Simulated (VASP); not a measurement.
Input of a VASP 6.6.1 run:

The input INCAR:

```
SYSTEM = MgS
ALGO = Normal ; EDIFF = 1E-6
ENCUT = 520 ; GGA = PS
ISIF = 2 ; ISMEAR = 0
LASPH = .TRUE. ; LCHARG = .FALSE.
LREAL = .FALSE. ; LWAVE = .FALSE.
NBANDS = 11 ; NELM = 80
PREC = Accurate ; SIGMA = 0.01
```

Contents of KPOINTS:

```
k-points
0
G
  8 8 8
  0 0 0
```

Contents of POSCAR:

```
MgS
1.0
    2.5508461624      2.5508461624      0.0000000000
   -2.5508461624      2.5508461624      0.0000000000
    0.0000000000      2.5508461624      2.5508461624
Mg S
1 1
Direct
    0.0000000000      0.0000000000      0.0000000000
    0.5000000000      0.5000000000      0.0000000000
```

Potentials or basis: VASP PAW PBE potentials, release 64 (Mg, S).

Command:

```console
$ cat potpaw_PBE.64/Mg/POTCAR potpaw_PBE.64/S/POTCAR > POTCAR
$ mpirun -np 1 vasp_std > vasp.out
```

Problem. What does it give for the band gap on the k mesh?

Solution. 2.82 eV, indirect (least direct gap 4.07 eV).

Problem. Estimate the pressure.

Solution. 3.8 GPa.

Caveat: the PAW data sets were made with another functional, which shifts forces and pressure a little. A hybrid or GW would open this gap; PBEsol tends to underestimate it.
